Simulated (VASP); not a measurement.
# Mo (Cmmm) in VASP: notebook

Runs on Mo. Level: r2SCAN. Tasks: single point.

Program: VASP 6.6.1. These are calculated values, not measurements. Logs are shortened: lines on timing, memory, paths and dates and some standing lists are left out, and cuts for length are marked.

## Step 1: The cell of the first run

It takes space group Cmmm (No. 65, orthorhombic). Conventional cell: a = 2.845 Å, b = 4.738 Å, c = 2.555 Å, α = 90.00°, β = 90.00°, γ = 90.00°. Mo (site symmetry mmm) has 8 Mo at 2.56 to 2.84 Å within 3.4 Å.

## Step 2: Single point, r2SCAN (strain +0.0400 x Voigt [1, 0, 0, 0, 0, 0])

POSCAR

```
Mo
1.0
    2.8449308131      0.0000000000      0.0000000000
   -1.4224654065      2.3690214963      0.0000000000
    0.0000000000      0.0000000000      2.5551807000
Mo
1
Direct
    0.0000000000      0.0000000000      0.5000000000
```

INCAR.step1

```
ALGO = Normal
EDIFF = 1E-4
ENCUT = 520
GGA = PE
ISMEAR = 0
LASPH = True
LCHARG = False
LREAL = False
LWAVE = True
NBANDS = 13
NELM = 100
PREC = Accurate
SIGMA = 0.15
```

INCAR.step2

```
ALGO = Normal
EDIFF = 1E-6
ENCUT = 520
ISIF = 2
ISMEAR = 0
ISTART = 1
LASPH = True
LCHARG = False
LMIXTAU = True
LREAL = False
LWAVE = False
METAGGA = R2SCAN
NBANDS = 13
NELM = 100
PREC = Accurate
SIGMA = 0.15
```

KPOINTS

```
k-points
0
Gamma
  18 18 18
```

Potentials or basis: VASP PAW PBE potentials, release 64 (Mo_sv).

Started as:

```
$ cat potpaw_PBE.64/Mo_sv/POTCAR > POTCAR
$ cp INCAR.step1 INCAR
$ mpirun -np 1 vasp_std > vasp.out
$ cp INCAR.step2 INCAR
$ mpirun -np 1 vasp_std > vasp.out
```

OUTCAR:

```text
EDIFF = 1E-6
   ENCUT = 520
   ISIF = 2
   ISMEAR = 0
   ISTART = 1
   LASPH = True
   LREAL = False
   METAGGA = R2SCAN
   NELM = 100
   PREC = Accurate

 ion  position               nearest neighbor table
   1  0.000  0.000  0.500-

  Warning from LATTYP: Monoclinic adjustment (A1->A3, A2->A1, A3->A2)!
  LATTYP: Found a base centered orthorhombic cell.
 ALAT       =     2.8449308131
 B/A-ratio  =     1.6654334688
 C/A-ratio  =     0.8981521407

  Lattice vectors:

 A1 = (   1.4224654065,  -2.3690214963,   0.0000000000)
 A2 = (   1.4224654066,   2.3690214963,   0.0000000000)
 A3 = (   0.0000000000,   0.0000000000,   2.5551807000)

Analysis of symmetry for initial positions (statically):
=====================================================================
 Subroutine PRICEL returns:
 Original cell was already a primitive cell.

 Routine SETGRP: Setting up the symmetry group for a
 base centered orthorhombic supercell.

 Subroutine GETGRP returns: Found  8 space group operations
 (whereof  8 operations were pure point group operations)
 out of a pool of  8 trial point group operations.

The static configuration has the point symmetry D_2h.

Analysis of symmetry for dynamics (positions and initial velocities):
=====================================================================
 Subroutine PRICEL returns:
 Original cell was already a primitive cell.

 Routine SETGRP: Setting up the symmetry group for a
 base centered orthorhombic supercell.

 Subroutine GETGRP returns: Found  8 space group operations
 (whereof  8 operations were pure point group operations)
 out of a pool of  8 trial point group operations.

The dynamic configuration has the point symmetry D_2h.

 Subroutine INISYM returns: Found  8 space group operations
 (whereof  8 operations are pure point group operations),
 and found     1 'primitive' translations

----------------------------------------------------------------------------------------

                                     Primitive cell

  volume of cell :      17.2212

  direct lattice vectors                    reciprocal lattice vectors
     2.844930813  0.000000000  0.000000000     0.351502397  0.211057604  0.000000000
    -1.422465406  2.369021496  0.000000000     0.000000000  0.422115207  0.000000000
     0.000000000  0.000000000  2.555180700     0.000000000  0.000000000  0.391361754

  length of vectors
     2.844930813  2.763271735  2.555180700     0.409999082  0.422115207  0.391361754

  position of ions in fractional coordinates (direct lattice)
     0.000000000  0.000000000  0.500000000

  ion indices of the primitive-cell ions
   primitive index   ion index
                 1           1

----------------------------------------------------------------------------------------

 KPOINTS: k-points

Automatic generation of k-mesh.
 Grid dimensions read from file:
 generate k-points for:   18   18   18

 Generating k-lattice:

  Cartesian coordinates                     Fractional coordinates (reciprocal lattice)
     0.019527911  0.011725422  0.000000000     0.055555556  0.000000000  0.000000000
     0.000000000  0.023450845  0.000000000     0.000000000  0.055555556  0.000000000
     0.000000000  0.000000000  0.021742320     0.000000000  0.000000000  0.055555556

  Length of vectors
     0.022777727  0.023450845  0.021742320

  Shift w.r.t. Gamma in fractional coordinates (k-lattice)
     0.000000000  0.000000000  0.000000000

 Subroutine IBZKPT returns following result:
 ===========================================

 Found    910 irreducible k-points:

 Following reciprocal coordinates:
            Coordinates               Weight
  0.000000  0.000000  0.000000      1.000000
  0.055556 -0.000000  0.000000      4.000000
  0.111111 -0.000000  0.000000      4.000000
  0.166667 -0.000000  0.000000      4.000000
  0.222222 -0.000000  0.000000      4.000000
  0.277778  0.000000  0.000000      4.000000
[... 16 lines left out ...]
 -0.333333  0.055556  0.000000      4.000000
 -0.277778  0.055556  0.000000      4.000000
 [... further k-points ...]
   k-points           NKPTS =    910   k-points in BZ     NKDIM =    910   number of bands    NBANDS=     13
   number of dos      NEDOS =    301   number of ions     NIONS =      1
   total plane-waves  NPLWV =  11520
   dimension x,y,z NGX =    24 NGY =   24 NGZ =   20
   dimension x,y,z NGXF=    48 NGYF=   48 NGZF=   40
   ions per type =               1
   NGX,Y,Z   is equivalent  to a cutoff of  14.02, 14.44, 13.01 a.u.
   NGXF,Y,Z  is equivalent  to a cutoff of  28.05, 28.88, 26.02 a.u.
 SYSTEM =  unknown system
   PREC   = accura    normal or accurate (medium, high low for compatibility)
   ISTART =      1    job   : 0-new  1-cont  2-samecut
   ICHARG =      0    charge: 1-file 2-atom 10-const
   ISPIN  =      1    spin polarized calculation?
   LNONCOLLINEAR =      F non collinear calculations
   LSORBIT =      F    spin-orbit coupling
   LASPH  =      T    aspherical Exc in radial PAW
   ENCUT  =  520.0 eV  38.22 Ry    6.18 a.u.   5.29  5.14  4.75*2*pi/ulx,y,z
   NELM   =    100;   NELMIN=  2; NELMDL=  0     # of ELM steps
   EDIFF  = 0.1E-05   stopping-criterion for ELM
   LREAL  =      F    real-space projection
[... 7 lines left out ...]
   TEBEG  =    0.0;   TEEND  =   0.0 temperature during run
   PSTRESS=    0.0 pullay stress
   NELECT =      14.0000    total number of electrons
   NUPDOWN=      -1.0000    fix difference up-down
   EMIN   =  10.00;   EMAX   =-10.00  energy-range for DOS
   EFERMI =   0.00;   METHOD = LEGACY
   ISMEAR =     0;   SIGMA  =   0.15  broadening in eV -4-tet -1-fermi 0-gaus
   EFERMI_NEDOS =   21; number of points for ismear=-14 and -15
   IALGO  =     38    algorithm
   IMIX   =      4    mixing-type and parameters
     AMIX     =   0.40;   BMIX     =  1.00
     AMIX_MAG =   1.60;   BMIX_MAG =  1.00
  volume/ion in A,a.u.               =      17.22       116.21
  Fermi-wavevector in a.u.,A,eV,Ry     =   1.527906  2.887324 31.762771  2.334498
  Thomas-Fermi vector in A             =   2.635738
   LORBIT       =      0    0 simple, 1 ext, 2 COOP (PROOUT), +10 PAW based schemes
   METAGGA = R2SCAN    functional components
   LHFCALC =     F    Hartree Fock is set to
   AEXX    =    0.0000 exact exchange contribution
   IVDW    =     0    specifies the selected vdW correction
   LEPSILON=     F    determine dielectric tensor
   LRPA    =     F    only Hartree local field effects (RPA)
 non-spin polarized calculation
 Gauss-broadening in eV      SIGMA  =   0.15
  energy-cutoff  :      520.00
  volume of cell :       17.22
 maximum number of plane-waves:       481
 NGX is ok and might be reduce to    24
   NGX = 11   NGY = 11   NGZ =  9

 number of electron      14.0000000 magnetization

 Free energy of the ion-electron system (eV)
  ---------------------------------------------------
  ext. energy  EPLUGINS =         0.00000000
  ---------------------------------------------------
  free energy    TOTEN  =       -25.14860787 eV

  energy without entropy =      -25.14009911  energy(sigma->0) =      -25.14435349

 E-fermi :  10.9680     XC(G=0): -13.9021

 val. band max:       10.9656761040   @ k =  -0.3889   0.1111   0.3333
 cond. band min:      10.9684718865   @ k =   0.1111  -0.0000   0.1667
 fundamental gap:      0.0027957825
 Fermi energy:        10.9679698184

 k-point     1 :       0.0000    0.0000    0.0000
  band No.  band energies     occupation
      1     -52.0438      2.00000
      2     -24.6960      2.00000
      3     -24.6173      2.00000
      4     -24.4774      2.00000
      5       3.9167      2.00000
      6       6.4378      2.00000
      7       9.6206      2.00000
      8      10.5137      1.99998
      9      15.1146      0.00000
     10      15.2537      0.00000
     11      24.3236      0.00000
     12      27.9121      0.00000
     13      31.6568      0.00000

 k-point     2 :       0.0556   -0.0000    0.0000
  band No.  band energies     occupation
      1     -52.0382      2.00000
      2     -24.7269      2.00000
      3     -24.6333      2.00000
      4     -24.4736      2.00000
      5       4.0352      2.00000
      6       6.4844      2.00000
      7       9.5694      2.00000
      8      10.5593      1.99988
      9      15.0200      0.00000
     10      15.2171      0.00000
     11      24.5733      0.00000
     12      28.1385      0.00000
     13      31.0577      0.00000

 k-point     3 :       0.1111   -0.0000    0.0000
  band No.  band energies     occupation
      1     -52.0220      2.00000
      2     -24.8292      2.00000
      3     -24.6652      2.00000
      4     -24.4628      2.00000
      5       4.3737      2.00000
      6       6.6199      2.00000
      7       9.3767      2.00000
      8      10.7764      1.92910
      9      14.7222      0.00000
     10      15.1537      0.00000
     11      25.2337      0.00000
     12      28.7803      0.00000
     13      29.7486      0.00000
[... 305 lines left out ...]
 k-point    23 :      -0.3333    0.0556    0.0000
  band No.  band energies     occupation
      1     -51.9170      2.00000
      2     -25.4881      2.00000
      3     -24.8402      2.00000
      4     -24.3929      2.00000
      5       6.1823      2.00000
      6       7.1430      2.00000
      7       9.3270      2.00000
      8      13.1529      0.00000
      9      13.2170      0.00000
     10      14.7747      0.00000
     11      23.5527      0.00000
     12      26.8605      0.00000
     13      29.9878      0.00000

 k-point    24 :      -0.2778    0.0556    0.0000
  band No.  band energies     occupation
      1     -51.9492      2.00000
      2     -25.2894      2.00000
      3     -24.7916      2.00000
      4     -24.4142      2.00000
      5       5.7799      2.00000
      6       7.1265      2.00000
      7       8.8531      2.00000
      8      12.4158      0.00000
      9      13.5809      0.00000
     10      14.8783      0.00000
     11      24.9013      0.00000
     12      27.5392      0.00000
     13      30.0041      0.00000

 [... further k-points ...]

------------------------ aborting loop because EDIFF is reached ----------------------------------------

  FORCE on cell =-STRESS in cart. coord.  units (eV):
  Direction    XX          YY          ZZ          XY          YZ          ZX
  --------------------------------------------------------------------------------------
  -------------------------------------------------------------------------------------
  Total       -0.5092579     -0.9927110     -0.6430022     -0.0000000      0.0000000      0.0000000
  in kB      -47.3790117    -92.3572702    -59.8219707     -0.0000000      0.0000000      0.0000000
  external PRESSURE =     -66.5194175 kB  Pullay stress =       0.0000000 kB

 VOLUME and BASIS-vectors are now :
 -----------------------------------------------------------------------------
  energy-cutoff  :      520.00
  volume of cell :       17.22
      direct lattice vectors                 reciprocal lattice vectors
     2.844930813  0.000000000  0.000000000     0.351502397  0.211057604  0.000000000
    -1.422465406  2.369021496  0.000000000     0.000000000  0.422115207  0.000000000
     0.000000000  0.000000000  2.555180700     0.000000000  0.000000000  0.391361754

 POSITION                                       TOTAL-FORCE (eV/Angst)
 -----------------------------------------------------------------------------------
      0.00000      0.00000      1.27759         0.000000      0.000000      0.000000
 -----------------------------------------------------------------------------------
    total drift:                                0.000000      0.000000     -0.000000

  FREE ENERGIE OF THE ION-ELECTRON SYSTEM (eV)
  ---------------------------------------------------
  free  energy   TOTEN  =       -25.1486078660 eV

  energy  without entropy=      -25.1400991132  energy(sigma->0) =      -25.14435349
```

It took 10 min on 1 thread of Intel Xeon 8259CL, shared host; peak memory 0.3 GiB.

Results:

```
Free energy            : -25.1486 eV
Pressure               : -6.7 GPa
Band gap on the k mesh : zero (bands 7 and 8 overlap by 1.94 eV)
```

Stress tensor (GPa, compression positive):
```
-4.74  0.00  0.00
 0.00 -9.24  0.00
 0.00  0.00 -5.98
```

Caveat: the cell differs from its parent crystal (strain +0.0400 x Voigt [1, 0, 0, 0, 0, 0]); the cell stands under tension; the PAW data sets were made with another functional, which shifts forces and pressure a little.

(Continued in part 2 of 2.)
